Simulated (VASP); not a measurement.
# CsBa3 in VASP: further runs

The runs below take CsBa3 through single point, with PBE.

Program: VASP 6.6.1. These are calculated values, not measurements. Logs are shortened: lines on timing, memory, paths and dates and some standing lists are left out, and cuts for length are marked.

## 1. The cell of the first run

Symmetry: Fm-3m, No. 225, cubic system. Conventional cell: a = 10.443 Å, b = 10.443 Å, c = 10.443 Å, α = 90.00°, β = 90.00°, γ = 90.00°.

## 2. Single point, PBE

The input, INCAR:

```
SYSTEM = CsBa3
PREC     = Accurate       ! precision mode
ENCUT    = 520            ! plane-wave cutoff, eV
EDIFF    = 1E-7           ! SCF threshold, eV
ISMEAR   = 1              ! smearing method
SIGMA    = 0.15           ! smearing width, eV
LREAL    = .False.        ! projectors in reciprocal space
LASPH    = .True.         ! aspherical terms in the spheres
NELM     = 60             ! most SCF steps
ALGO     = Normal         ! electronic algorithm
ISIF     = 2              ! what is computed and relaxed
LWAVE    = .False.        ! write WAVECAR
LCHARG   = .False.        ! write CHGCAR
GGA      = PE             ! functional
NBANDS   = 28             ! bands
```

The input, KPOINTS:

```
Automatic mesh
0
Gamma
  4 4 4
  0 0 0
```

The input, POSCAR:

```
CsBa3
1.0
    0.0000000000      5.2212840000      5.2212840000
    5.2212840000      0.0000000000      5.2212840000
    5.2212840000      5.2212840000      0.0000000000
Cs Ba
1 3
Direct
    0.0000000000      0.0000000000      0.0000000000
    0.2500000000      0.2500000000      0.2500000000
    0.7500000000      0.7500000000      0.7500000000
    0.5000000000      0.5000000000      0.5000000000
```

Potentials or basis: VASP PAW PBE potentials, release 64 (Cs_sv, Ba_sv).

The run is started by

```sh
> cat potpaw_PBE.64/Cs_sv/POTCAR potpaw_PBE.64/Ba_sv/POTCAR > POTCAR
> mpirun -np 1 vasp_std > vasp.out
```

OUTCAR:

```text
SYSTEM = CsBa3
   PREC = Accurate
   ENCUT = 520
   EDIFF = 1E-7
   ISMEAR = 1
   LREAL = .False.
   LASPH = .True.
   NELM = 60
   ISIF = 2
   GGA = PE

 ion  position               nearest neighbor table
   1  0.000  0.000  0.000-
   2  0.250  0.250  0.250-   4 4.52   4 4.52   4 4.52   4 4.52
   3  0.750  0.750  0.750-   4 4.52   4 4.52   4 4.52   4 4.52
   4  0.500  0.500  0.500-   2 4.52   2 4.52   2 4.52   3 4.52   3 4.52   3 4.52   3 4.52   2 4.52

  LATTYP: Found a face centered cubic cell.
 ALAT       =    10.4425680000

  Lattice vectors:

 A1 = (   0.0000000000,   5.2212840000,   5.2212840000)
 A2 = (   5.2212840000,   0.0000000000,   5.2212840000)
 A3 = (   5.2212840000,   5.2212840000,   0.0000000000)

Analysis of symmetry for initial positions (statically):
=====================================================================
 Subroutine PRICEL returns:
 Original cell was already a primitive cell.

 Routine SETGRP: Setting up the symmetry group for a
 face centered cubic supercell.

 Subroutine GETGRP returns: Found 48 space group operations
 (whereof 48 operations were pure point group operations)
 out of a pool of 48 trial point group operations.

The static configuration has the point symmetry O_h .

Analysis of symmetry for dynamics (positions and initial velocities):
=====================================================================
 Subroutine PRICEL returns:
 Original cell was already a primitive cell.

 Routine SETGRP: Setting up the symmetry group for a
 face centered cubic supercell.

 Subroutine GETGRP returns: Found 48 space group operations
 (whereof 48 operations were pure point group operations)
 out of a pool of 48 trial point group operations.

The dynamic configuration has the point symmetry O_h .

 Subroutine INISYM returns: Found 48 space group operations
 (whereof 48 operations are pure point group operations),
 and found     1 'primitive' translations

----------------------------------------------------------------------------------------

                                     Primitive cell

  volume of cell :     284.6833

  direct lattice vectors                    reciprocal lattice vectors
     0.000000000  5.221284000  5.221284000    -0.095761885  0.095761885  0.095761885
     5.221284000  0.000000000  5.221284000     0.095761885 -0.095761885  0.095761885
     5.221284000  5.221284000  0.000000000     0.095761885  0.095761885 -0.095761885

[... 69 lines left out ...]
   NELM   =     60;   NELMIN=  2; NELMDL= -5     # of ELM steps
   EDIFF  = 0.1E-06   stopping-criterion for ELM
   LREAL  =      F    real-space projection
   EDIFFG = 0.1E-05   stopping-criterion for IOM
   NSW    =      0    number of steps for IOM
   IBRION =     -1    ionic relax: 0-MD 1-quasi-New 2-CG
   NFREE  =      0    steps in history (QN), initial steepest desc. (CG)
   ISIF   =      2    stress and relaxation
   ISYM   =      2    0-nonsym 1-usesym 2-fastsym
   POTIM  = 0.5000    time-step for ionic-motion
   TEBEG  =    0.0;   TEEND  =   0.0 temperature during run
   PSTRESS=    0.0 pullay stress
   NELECT =      39.0000    total number of electrons
   NUPDOWN=      -1.0000    fix difference up-down
   EMIN   =  10.00;   EMAX   =-10.00  energy-range for DOS
   EFERMI =   0.00;   METHOD = LEGACY
   ISMEAR =     1;   SIGMA  =   0.15  broadening in eV -4-tet -1-fermi 0-gaus
   EFERMI_NEDOS =   21; number of points for ismear=-14 and -15
   IALGO  =     38    algorithm
   IMIX   =      4    mixing-type and parameters
     AMIX     =   0.40;   BMIX     =  1.00
     AMIX_MAG =   1.60;   BMIX_MAG =  1.00
  volume/ion in A,a.u.               =      71.17       480.28
  Fermi-wavevector in a.u.,A,eV,Ry     =   0.843935  1.594806  9.690429  0.712226
  Thomas-Fermi vector in A             =   1.958883
   LORBIT       =      0    0 simple, 1 ext, 2 COOP (PROOUT), +10 PAW based schemes
   GGA     = PE    functional components
   LHFCALC =     F    Hartree Fock is set to
   AEXX    =    0.0000 exact exchange contribution
   IVDW    =     0    specifies the selected vdW correction
   LEPSILON=     F    determine dielectric tensor
   LRPA    =     F    only Hartree local field effects (RPA)
 non-spin polarized calculation
 Methfessel and Paxton  Order N= 1 SIGMA  =   0.15
  energy-cutoff  :      520.00
  volume of cell :      284.68
 maximum number of plane-waves:      7727
 NGX is ok and might be reduce to    56
   NGX = 27   NGY = 27   NGZ = 27

 number of electron      39.0000000 magnetization

 Free energy of the ion-electron system (eV)
  ---------------------------------------------------
  ext. energy  EPLUGINS =         0.00000000
  ---------------------------------------------------
  free energy    TOTEN  =        -5.94128315 eV

  energy without entropy =       -5.91415228  energy(sigma->0) =       -5.93223953

 E-fermi :   1.3222     XC(G=0):  -6.9769

 val. band max:        1.3018982242   @ k =   0.2500   0.2500   0.0000
 cond. band min:       1.3444948079   @ k =  -0.2500   0.2500   0.0000
 fundamental gap:      0.0425965838
 Fermi energy:         1.3221954236

 k-point     1 :       0.0000    0.0000    0.0000
  band No.  band energies     occupation
      1     -27.9343      2.00000
      2     -27.9282      2.00000
      3     -27.7836      2.00000
      4     -21.4807      2.00000
      5     -13.1048      2.00000
      6     -13.1048      2.00000
[... 237 lines left out ...]
     27       2.5534     -0.00000
     28       2.9415     -0.00000

------------------------ aborting loop because EDIFF is reached ----------------------------------------

  FORCE on cell =-STRESS in cart. coord.  units (eV):
  Direction    XX          YY          ZZ          XY          YZ          ZX
  --------------------------------------------------------------------------------------
  -------------------------------------------------------------------------------------
  Total        0.1328881      0.1328881      0.1328881     -0.0000000     -0.0000000      0.0000000
  in kB        0.7478851      0.7478851      0.7478851     -0.0000000     -0.0000000      0.0000000
  external PRESSURE =       0.7478851 kB  Pullay stress =       0.0000000 kB

 VOLUME and BASIS-vectors are now :
 -----------------------------------------------------------------------------
  energy-cutoff  :      520.00
  volume of cell :      284.68
      direct lattice vectors                 reciprocal lattice vectors
     0.000000000  5.221284000  5.221284000    -0.095761885  0.095761885  0.095761885
     5.221284000  0.000000000  5.221284000     0.095761885 -0.095761885  0.095761885
     5.221284000  5.221284000  0.000000000     0.095761885  0.095761885 -0.095761885

 POSITION                                       TOTAL-FORCE (eV/Angst)
 -----------------------------------------------------------------------------------
      0.00000      0.00000      0.00000        -0.000000      0.000000     -0.000000
      2.61064      2.61064      2.61064        -0.000000     -0.000000      0.000000
      7.83193      7.83193      7.83193         0.000000      0.000000     -0.000000
      5.22128      5.22128      5.22128        -0.000000      0.000000     -0.000000
 -----------------------------------------------------------------------------------
    total drift:                               -0.000000      0.000000      0.000000

  FREE ENERGIE OF THE ION-ELECTRON SYSTEM (eV)
  ---------------------------------------------------
  free  energy   TOTEN  =        -5.9412831516 eV

  energy  without entropy=       -5.9141522831  energy(sigma->0) =       -5.93223953
```

OSZICAR:

```text
N       E                     dE             d eps       ncg     rms          rms(c)
DAV:   1     0.316413843290E+03    0.31641E+03   -0.15187E+04   448   0.111E+03
DAV:   2     0.241380834931E+02   -0.29228E+03   -0.28651E+03   692   0.223E+02
DAV:   3    -0.501906619309E+01   -0.29157E+02   -0.28853E+02   640   0.714E+01
DAV:   4    -0.594936792088E+01   -0.93030E+00   -0.92468E+00   628   0.108E+01
DAV:   5    -0.596946524524E+01   -0.20097E-01   -0.20088E-01   612   0.171E+00    0.236E+00
DAV:   6    -0.594678001012E+01    0.22685E-01   -0.48550E-02   584   0.912E-01    0.139E+00
DAV:   7    -0.594088332572E+01    0.58967E-02   -0.72369E-02   556   0.118E+00    0.140E-01
DAV:   8    -0.594123270180E+01   -0.34938E-03   -0.34963E-03   616   0.290E-01    0.453E-02
DAV:   9    -0.594125956926E+01   -0.26867E-04   -0.15852E-04   628   0.511E-02    0.176E-02
DAV:  10    -0.594128201887E+01   -0.22450E-04   -0.42761E-05   568   0.298E-02    0.435E-03
DAV:  11    -0.594128349860E+01   -0.14797E-05   -0.29997E-06   636   0.711E-03    0.160E-03
DAV:  12    -0.594128312303E+01    0.37557E-06   -0.23761E-07   440   0.205E-03    0.347E-04
DAV:  13    -0.594128315159E+01   -0.28557E-07   -0.28883E-08   284   0.771E-04
   1 F= -.59412832E+01 E0= -.59322395E+01  d E =-.271309E-01
```

stdout:

```text
POSCAR found type information on POSCAR CsBa
 POSCAR found :  2 types and       4 ions
 scaLAPACK will be used
 LDA part: xc-table for (Slater+PW92), standard interpolation
 POSCAR, INCAR and KPOINTS ok, starting setup
 FFT: planning ... GRIDC
 FFT: planning ... GRID_SOFT
 FFT: planning ... GRID
 WAVECAR not read
 entering main loop
```

Wall time 82 s (1 thread of Intel Xeon 6975P-C (Granite Rapids), shared host); peak memory 0.41 GiB.

Results:

```
Free energy            : -5.9413 eV
Pressure               : 0.1 GPa
Band gap on the k mesh : zero (an odd number of electrons rules out a gap without spin polarisation)
```

Caveat: spin-orbit coupling is left out, which moves the levels of the heavy elements.

## 3. Single point, PBE

This run uses another cell than the first one, of 69.75 Å³/atom.

The input, INCAR:

```
  PREC = Accurate
  ENCUT = 520
  EDIFF = 1E-6
  ISMEAR = 1
  SIGMA = 0.15
  LREAL = F
  LASPH = T
  NELM = 100
  ALGO = Normal
  ISIF = 2
  LWAVE = F
  LCHARG = F
  GGA = PE
  NBANDS = 28
```

The input, KPOINTS:

```
regular mesh
0
Gamma
  4 4 4
```

The input, POSCAR:

```
CsBa3
1.0
    0.0000000000      5.1690711600      5.2212840000
    5.1690711600      0.0000000000      5.2212840000
    5.1690711600      5.1690711600      0.0000000000
Cs Ba
1 3
Direct
    0.0000000000      0.0000000000      0.0000000000
    0.2500000000      0.2500000000      0.2500000000
    0.7500000000      0.7500000000      0.7500000000
    0.5000000000      0.5000000000      0.5000000000
```

Potentials or basis: VASP PAW PBE potentials, release 64 (Cs_sv, Ba_sv).

The run is started by

```sh
> cat potpaw_PBE.64/Cs_sv/POTCAR potpaw_PBE.64/Ba_sv/POTCAR > POTCAR
> mpirun -np 1 vasp_std > vasp.out
```

Wall time 90 s (1 thread of Intel Xeon 6975P-C (Granite Rapids), shared host); peak memory 0.45 GiB.

The run converged. Its results:

```
Free energy            : -5.9368 eV
Pressure               : 0.2 GPa
Band gap on the k mesh : zero (an odd number of electrons rules out a gap without spin polarisation)
```

Levels at points of the mesh, in eV from the Fermi level:
```tsv
k point	band 17	band 18	band 19	band 20	band 21	band 22	band 23	band 24
(0.00, 0.00, 0.00)	-2.49	-0.28	-0.27	0.61	0.62	0.63	0.63	0.64
(0.50, 0.00, 0.00)	-1.23	-0.99	0.36	0.37	0.41	0.46	0.48	0.81
(0.50, 0.50, 0.00)	-0.86	-0.82	-0.72	-0.42	0.68	0.76	0.76	1.16
(0.50, 0.00, 0.50)	-0.84	-0.79	-0.73	-0.41	0.69	0.81	0.81	1.17
```

Caveat: spin-orbit coupling is left out, which moves the levels of the heavy elements.

(Continued in part 2 of 3.)

The gap in the log of VASP goes by the Fermi energy; the results here count the filled bands.